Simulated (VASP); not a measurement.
# Al (Fm-3m) in VASP: relaxation of cell and atoms with r2SCAN

Aim: the relaxation of cell and atoms of Al with r2SCAN.

All numbers are computed with VASP 6.6.1; they aren't measurements. Logs are shortened: lines on timing, memory, paths and dates and some standing lists are left out, and cuts for length are marked.

## (1) The cell of the first run

The structure is cubic, space group Fm-3m (No. 225). Conventional cell: a = 4.050 Å, b = 4.050 Å, c = 4.050 Å, α = 90.00°, β = 90.00°, γ = 90.00°. Al (site symmetry m-3m) has 12 Al at 2.86 Å within 3.8 Å.

## (2) Relaxation of cell and atoms, r2SCAN

Input file POSCAR:

```
Al
1.0
    0.0000000000      2.0248050000      2.0248050000
    2.0248050000      0.0000000000      2.0248050000
    2.0248050000      2.0248050000      0.0000000000
Al
1
Direct
    0.0000000000      0.0000000000      0.0000000000
```

Input file INCAR.step1:

```
PREC = Accurate
ENCUT = 600
ISMEAR = 0
SIGMA = 0.1
LREAL = False
LASPH = True
NELM = 60
GGA = PE
ALGO = Normal
EDIFF = 1E-4
LWAVE = True
LCHARG = False
```

Input file INCAR.step2:

```
PREC = Accurate
ENCUT = 600
EDIFF = 1E-6
ISMEAR = 0
SIGMA = 0.1
LREAL = False
LASPH = True
NELM = 60
ALGO = Normal
ISIF = 3
LWAVE = False
LCHARG = False
METAGGA = R2SCAN
LMIXTAU = True
IBRION = 2
NSW = 100
EDIFFG = -0.002
ISTART = 1
```

Input file KPOINTS:

```
Automatic mesh
0
Gamma
  18 18 18
```

Potentials or basis: VASP PAW PBE potentials, release 64 (Al).

Run with:

```bash
> cat potpaw_PBE.64/Al/POTCAR > POTCAR
> cp INCAR.step1 INCAR
> mpirun -np 1 vasp_std > vasp.out
> cp INCAR.step2 INCAR
> mpirun -np 1 vasp_std > vasp.out
```

OUTCAR:

```text
PREC = Accurate
   ENCUT = 600
   EDIFF = 1E-6
   ISMEAR = 0
   LREAL = False
   LASPH = True
   NELM = 60
   ISIF = 3
   METAGGA = R2SCAN
   IBRION = 2
   NSW = 100
   EDIFFG = -0.002
   ISTART = 1

 ion  position               nearest neighbor table
   1  0.000  0.000  0.000-

  LATTYP: Found a face centered cubic cell.
 ALAT       =     4.0496100000

  Lattice vectors:

 A1 = (   0.0000000000,   2.0248050000,   2.0248050000)
 A2 = (   2.0248050000,   0.0000000000,   2.0248050000)
 A3 = (   2.0248050000,   2.0248050000,   0.0000000000)

Analysis of symmetry for initial positions (statically):
=====================================================================
 Subroutine PRICEL returns:
 Original cell was already a primitive cell.

 Routine SETGRP: Setting up the symmetry group for a
 face centered cubic supercell.

 Subroutine GETGRP returns: Found 48 space group operations
 (whereof 48 operations were pure point group operations)
 out of a pool of 48 trial point group operations.

The static configuration has the point symmetry O_h .

Analysis of symmetry for dynamics (positions and initial velocities):
=====================================================================
 Subroutine PRICEL returns:
 Original cell was already a primitive cell.

 Routine SETGRP: Setting up the symmetry group for a
 face centered cubic supercell.

 Subroutine GETGRP returns: Found 48 space group operations
 (whereof 48 operations were pure point group operations)
 out of a pool of 48 trial point group operations.

The dynamic configuration has the point symmetry O_h .

 Subroutine INISYM returns: Found 48 space group operations
 (whereof 48 operations are pure point group operations),
 and found     1 'primitive' translations

----------------------------------------------------------------------------------------

                                     Primitive cell

  volume of cell :      16.6027

  direct lattice vectors                    reciprocal lattice vectors
     0.000000000  2.024805000  2.024805000    -0.246937359  0.246937359  0.246937359
     2.024805000  0.000000000  2.024805000     0.246937359 -0.246937359  0.246937359
     2.024805000  2.024805000  0.000000000     0.246937359  0.246937359 -0.246937359

  length of vectors
[... 102 lines left out ...]
  Fermi-wavevector in a.u.,A,eV,Ry     =   0.925526  1.748991 11.654733  0.856599
  Thomas-Fermi vector in A             =   2.051390
   LORBIT       =      0    0 simple, 1 ext, 2 COOP (PROOUT), +10 PAW based schemes
   METAGGA = R2SCAN    functional components
   LHFCALC =     F    Hartree Fock is set to
   AEXX    =    0.0000 exact exchange contribution
   IVDW    =     0    specifies the selected vdW correction
   LEPSILON=     F    determine dielectric tensor
   LRPA    =     F    only Hartree local field effects (RPA)
 conjugate gradient relaxation of ions
 non-spin polarized calculation
 Gauss-broadening in eV      SIGMA  =   0.10
  energy-cutoff  :      600.00
  volume of cell :       16.60
 maximum number of plane-waves:       568
   NGX = 11   NGY = 11   NGZ = 11

--------------------------------------- Ionic step        1  -------------------------------------------

 number of electron       3.0000000 magnetization

 Free energy of the ion-electron system (eV)
  ---------------------------------------------------
  ext. energy  EPLUGINS =         0.00000000
  ---------------------------------------------------
  free energy    TOTEN  =        -6.72731188 eV

  energy without entropy =       -6.72451846  energy(sigma->0) =       -6.72591517

------------------------ aborting loop because EDIFF is reached ----------------------------------------

  FORCE on cell =-STRESS in cart. coord.  units (eV):
  Direction    XX          YY          ZZ          XY          YZ          ZX
  --------------------------------------------------------------------------------------
  -------------------------------------------------------------------------------------
  Total       -0.4010464     -0.4010464     -0.4010464     -0.0000000     -0.0000000     -0.0000000
  in kB      -38.7013046    -38.7013046    -38.7013046     -0.0000000     -0.0000000     -0.0000000
  external PRESSURE =     -38.7013046 kB  Pullay stress =       0.0000000 kB
[... 86 lines left out ...]
  FREE ENERGIE OF THE ION-ELECTRON SYSTEM (eV)
  ---------------------------------------------------
  free  energy   TOTEN  =        -6.7369864760 eV

  energy  without entropy=       -6.7344724026  energy(sigma->0) =       -6.73572944

[... ionic steps 4 to 16 ...]

--------------------------------------- Ionic step       17  -------------------------------------------

 number of electron       3.0000000 magnetization

------------------------ aborting loop because EDIFF is reached ----------------------------------------
[... 65 lines left out ...]
--------------------------------------- Ionic step       19  -------------------------------------------

 number of electron       3.0000000 magnetization

 Free energy of the ion-electron system (eV)
  ---------------------------------------------------
  ext. energy  EPLUGINS =         0.00000000
  ---------------------------------------------------
  free energy    TOTEN  =        -6.73698570 eV

  energy without entropy =       -6.73446925  energy(sigma->0) =       -6.73572747

 E-fermi :   8.4473     XC(G=0): -11.0567

 val. band max:        8.4390871207   @ k =  -0.3333   0.4444   0.1111
 cond. band min:       8.4886769370   @ k =  -0.3333   0.3889   0.0556
 fundamental gap:      0.0495898163
 Fermi energy:         8.4472932326

 k-point     1 :       0.0000    0.0000    0.0000
  band No.  band energies     occupation
      1      -3.6834      2.00000
      2      21.9962      0.00000
      3      21.9962      0.00000
      4      21.9962      0.00000
      5      24.2296      0.00000
[... 177 lines left out ...]
 k-point    24 :      -0.2222    0.0556    0.0000
  band No.  band energies     occupation
      1      -1.8940      2.00000
      2      12.6200      0.00000
      3      18.6097      0.00000
      4      21.6896      0.00000
      5      23.6316      0.00000

 [... further k-points ...]

------------------------ aborting loop because EDIFF is reached ----------------------------------------

  FORCE on cell =-STRESS in cart. coord.  units (eV):
  Direction    XX          YY          ZZ          XY          YZ          ZX
  --------------------------------------------------------------------------------------
  -------------------------------------------------------------------------------------
  Total       -0.0001887     -0.0001887     -0.0001887     -0.0000000      0.0000000      0.0000000
  in kB       -0.0190823     -0.0190823     -0.0190823     -0.0000000      0.0000000      0.0000000
  external PRESSURE =      -0.0190823 kB  Pullay stress =       0.0000000 kB
[... 16 lines left out ...]
  FREE ENERGIE OF THE ION-ELECTRON SYSTEM (eV)
  ---------------------------------------------------
  free  energy   TOTEN  =        -6.7369856974 eV

  energy  without entropy=       -6.7344692524  energy(sigma->0) =       -6.73572747

 reached required accuracy - stopping structural energy minimisation
```

Run time: 15 min. Hardware: 1 thread of AMD EPYC, shared host; peak memory 0.12 GiB.

Results:

- Free energy: -6.7370 eV
- Relaxed volume: 15.85 Å³/atom
- Relaxed cell: a = 2.819 Å, b = 2.819 Å, c = 2.819 Å, α = 60.00°, β = 60.00°, γ = 60.00°
- Space group after relaxing (to 0.05 Å): Fm-3m (No. 225)
- Energy gained by relaxing: 9.7 meV/atom
- Ionic steps: 19
- Pressure after relaxing: 0.0 GPa

Step by step:
```tsv
step	energy change (eV)	largest force (eV/Å)	pressure (GPa)	volume (Å³)
1	0.0000	0.0000	-3.87	16.60
2	-0.0090	0.0000	1.15	15.66
3	-0.0097	0.0000	0.03	15.84
4	-0.0097	0.0000	-0.03	15.86
5	-0.0097	0.0000	-0.05	15.86
6	-0.0097	0.0000	-0.05	15.86
7	-0.0097	0.0000	-0.05	15.86
8	-0.0097	0.0000	-0.05	15.86
9	-0.0097	0.0000	-0.05	15.86
10	-0.0097	0.0000	-0.05	15.86
11	-0.0097	0.0000	-0.05	15.86
12	-0.0097	0.0000	-0.05	15.86
13	-0.0097	0.0000	-0.05	15.86
14	-0.0097	0.0000	-0.05	15.86
15	-0.0097	0.0000	-0.05	15.86
16	-0.0097	0.0000	-0.04	15.86
17	-0.0097	0.0000	-0.04	15.85
18	-0.0097	0.0000	-0.03	15.85
19	-0.0097	0.0000	0.00	15.85
```

Final structure:
```xyz
1
Lattice="0.0000 1.9936 1.9936 1.9936 0.0000 1.9936 1.9936 1.9936 0.0000" Properties=species:S:1:pos:R:3 pbc="T T T"
Al    1.9936    1.9936    0.0000
```

Caveat: the PAW data sets were made with another functional, which shifts forces and pressure a little.
